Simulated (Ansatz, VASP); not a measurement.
# One calculation of WS2, two programs

INCAR

```
SYSTEM = WS2
PREC = Accurate
ENCUT = 520
EDIFF = 1E-7
ISMEAR = -1
SIGMA = 0.08
LREAL = .FALSE.
LASPH = .TRUE.
NELM = 60
ALGO = Normal
ISIF = 2
LWAVE = .FALSE.
LCHARG = .FALSE.
GGA = CA
NBANDS = 20
```

The input KPOINTS:

```
Automatic mesh
0
G
  13 13 13
  0 0 0
```

POSCAR

```
WS2
1.0
    1.5790003843      0.9116362969      6.1016967000
   -1.5790003843      0.9116362969      6.1016967000
    0.0000000000     -1.8232725938      6.1016967000
W S
1 2
Direct
    0.0000000000      0.0000000000      0.0000000000
    0.7503000000      0.7503000000      0.7503000000
    0.5810000000      0.5810000000      0.5810000000
```

Input for Ansatz:

```yaml
crystal:
  lattice:
    - [1.5790003843, 0.9116362969, 6.1016967]
    - [-1.5790003843, 0.9116362969, 6.1016967]
    - [0.0, -1.8232725938, 6.1016967]
  atoms:
    - { symbol: W, position: [0.0, 0.0, 0.0] }
    - { symbol: S, position: [0.7503, 0.7503, 0.7503] }
    - { symbol: S, position: [0.581, 0.581, 0.581] }
kpoints:
  mp_grid: { grid: [13, 13, 13] }
  band_path:
    path:
      - [0.0, 0.0, 0.0]
      - [0.5, 0.5, 0.5]
      - [0.8184516957, 0.1815483043, 0.5]
      - [0.5, -0.1815483043, 0.1815483043]
      - [0.5, 0.0, 0.0]
      - [0.0, 0.0, 0.0]
      - [0.3407741522, -0.3407741522, 0.0]
      - [0.6592258479, 0.0, 0.3407741522]
      - [0.5, 0.0, 0.5]
    npoints: 5
scf:
  occupations: { method: fermi_dirac, width: 0.08 }
hamiltonian:
  xc: lda
  pseudopotentials: { kind: all_electron, lapw: { basis_error: 0.0005 } }
output:
  forces: true
  stress: true
  eigenvalues: true
```

Change from the starting cell: zz strain of -1 %.

Alike in both runs: task single point; functional LDA; k mesh 13 × 13 × 13; occupations fermi-dirac, width 0.08 eV; no spin polarisation.

|  | VASP | Ansatz |
| --- | --- | --- |
| version | VASP 6.6.1 | Ansatz 0.2.0 |
| potentials or method | VASP PAW LDA potentials, release 64 (W_sv, S), cutoff 520 eV | all-electron LAPW, scalar-relativistic |

```csv
,VASP,Ansatz,Ansatz less VASP
pressure (GPa),-1.5,-1.9,-0.35
"traceless stress, the component that is largest in VASP (GPa)",1.64,1.63,-0.019
rms of the force components (eV/Å),0.248,0.245,-0.0036
```

LDA's correlation is that of Perdew and Zunger in VASP and of Perdew and Wang (1992) in Ansatz. Atom by atom the forces differ by 0.022 eV/Å (rms over components). Ansatz ran all-electron here, and VASP with PAW potentials.

Neither program's run includes spin-orbit coupling.
